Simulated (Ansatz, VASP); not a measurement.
Two plane-wave programs on Bi2Te2O

```
CELL_PARAMETERS angstrom
6.91753 0.00000 0.00000
0.00000 6.91753 0.00000
0.00000 0.00000 8.31248
ATOMIC_POSITIONS crystal
Bi 0.25000 0.75000 0.00000
Bi 0.75000 0.25000 0.00000
Bi 0.75000 0.75000 0.00000
Bi 0.25000 0.25000 0.00000
Te 0.00000 0.00000 0.25135
Te 0.50000 0.50000 0.25135
Te 0.50000 0.50000 0.74865
Te 0.00000 0.00000 0.74865
O 0.50000 0.00000 0.99988
O 0.00000 0.50000 0.00012
```

Alike in both runs: functional PBE; k mesh 2 × 2 × 2; occupations gaussian, width 0.15 eV; no spin polarisation.

Ansatz relaxed the structure, and its values are those at the end. VASP's run is a single point on that final structure, the one shown.

```csv
,VASP,Ansatz
version,VASP 6.6.1,Ansatz 0.2.0
potentials or method,"VASP PAW PBE potentials, release 64 (Bi_d, Te, O), cutoff 520 eV","scalar-relativistic, plane waves, PAW"
valence electrons in the cell,96,136
```

VASP gave:

* gap on the k mesh at the Fermi level (eV): none
* pressure (GPa): 0.0
* rms of the force components (eV/Å): 0.004

Problem. Estimate Ansatz's values.

Solution. gap on the k mesh at the Fermi level (eV): none; pressure (GPa): 0.0; rms of the force components (eV/Å): 0.007.

A gap of «none» marks a metal or a gap that the smearing closes. VASP's potentials hold 96 valence electrons a cell and Ansatz's 136, so a difference there can come from the potentials and not from the codes.

The k mesh is coarse, so the values compare programs but aren't converged. Neither program's run includes spin-orbit coupling.
